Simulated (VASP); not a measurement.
Write the native input for VASP 6.6.1 that does the following.

* Task: single point
* Functional: LDA
* Potentials or basis: VASP PAW LDA potentials, release 64 (Li_sv, F)
* Cutoff: 520 eV
* k mesh: 9 × 9 × 6
* Occupations: gaussian, width 0.05 eV
* Spin: no spin polarisation
* Dipole correction: no
* Further INCAR settings: ALGO = Normal; EDIFF = 1e-07; NBANDS = 18

The structure of LiF lies in POSCAR:

```
LiF
1.0
    3.1493037339      0.0000000000      0.0000000000
   -1.5746518670      2.7273770378      0.0000000000
    0.0000000000      0.0000000000      4.7267899742
Li F
2 2
Direct
    0.3333333333      0.6666666667      0.3839784076
    0.6666666667      0.3333333333      0.8839784076
    0.3333333333      0.6666666667      0.9910195924
    0.6666666667      0.3333333333      0.4910195924
```

This cell differs from its parent crystal: volume 10.150 Å^3 an atom, c/a of the conventional cell 1.5009.

These files were run (other wordings do the same):

INCAR

```
SYSTEM = LiF
PREC = Accurate
ENCUT = 520
EDIFF = 1E-7
ISMEAR = 0
SIGMA = 0.05
LREAL = .False.
LASPH = .True.
NELM = 60
ALGO = Normal
ISIF = 2
LWAVE = .False.
LCHARG = .False.
NBANDS = 18
```

KPOINTS

```
Automatic mesh
0
Gamma
  9 9 6
  0 0 0
```

Potentials or basis: VASP PAW LDA potentials, release 64 (Li_sv, F).

The run is started by

```console
$ cat potpaw_LDA.64/Li_sv/POTCAR potpaw_LDA.64/F/POTCAR > POTCAR
$ mpirun -np 1 vasp_std > vasp.out
```

Results of the run:

```
Largest force          : 0.057 eV/Å
Band gap on the k mesh : 7.31 eV, direct
```

It took 18 s on 1 thread of Intel(R) Xeon(R) Platinum 8259CL CPU @ 2.50GHz (Skylake/Cascade Lake), with other jobs on the host, peak memory 0.14 GiB.
